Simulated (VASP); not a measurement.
## Ag: single point with r2SCAN

Crystal: Ag.

```xyz
2
Lattice="2.8702 0.0000 0.0000 -1.4351 2.4857 0.0000 0.0000 0.0000 4.6922" Properties=species:S:1:pos:R:3 pbc="T T T"
Ag    1.4351    0.8286    3.5192
Ag    0.0000    1.6571    1.1731
```

| Property | Result |
| --- | --- |
| Program | VASP 6.6.1 |
| Task | single point |
| Functional | r2SCAN |
| Potentials or basis | VASP PAW PBE potentials, release 64 (Ag) |
| Cutoff | 520 eV |
| k mesh | 10 × 10 × 6 |
| Occupations | fermi-dirac, width 0.05 eV |
| Spin | no spin polarisation |

```yaml
Pressure: 4.4 GPa
Band_gap_on_the_k_mesh: zero (band 11 reaches 12.01 eV, above the bottom of band 12 at 4.93 eV)
```

Stress tensor (GPa, compression positive):
```
4.60 0.00 0.00
0.00 4.60 0.00
0.00 0.00 3.88
```

Levels at points of the mesh, in eV from the Fermi level:
| k point | band 8 | band 9 | band 10 | band 11 | band 12 | band 13 | band 14 | band 15 |
| --- | --- | --- | --- | --- | --- | --- | --- | --- |
| (0.00, 0.00, 0.00) | -4.50 | -4.50 | -3.44 | -3.44 | -0.40 | 3.79 | 16.35 | 18.34 |
| (0.50, 0.00, 0.00) | -3.29 | -3.24 | -3.14 | 0.11 | 1.64 | 7.28 | 7.51 | 9.94 |
| (0.00, 0.00, 0.50) | -4.86 | -3.77 | -3.77 | -3.77 | -3.77 | 11.68 | 11.68 | 16.74 |
| (0.50, 0.00, 0.50) | -3.47 | -3.20 | -3.20 | 0.82 | 0.82 | 4.86 | 4.86 | 14.34 |

Run time: 2.2 min on 1 thread of Intel(R) Xeon(R) Platinum 8375C CPU @ 2.90GHz (Ice Lake) (shared host), peak memory 0.17 GiB.

Caveat: the PAW data sets were made with another functional, which shifts forces and pressure a little.
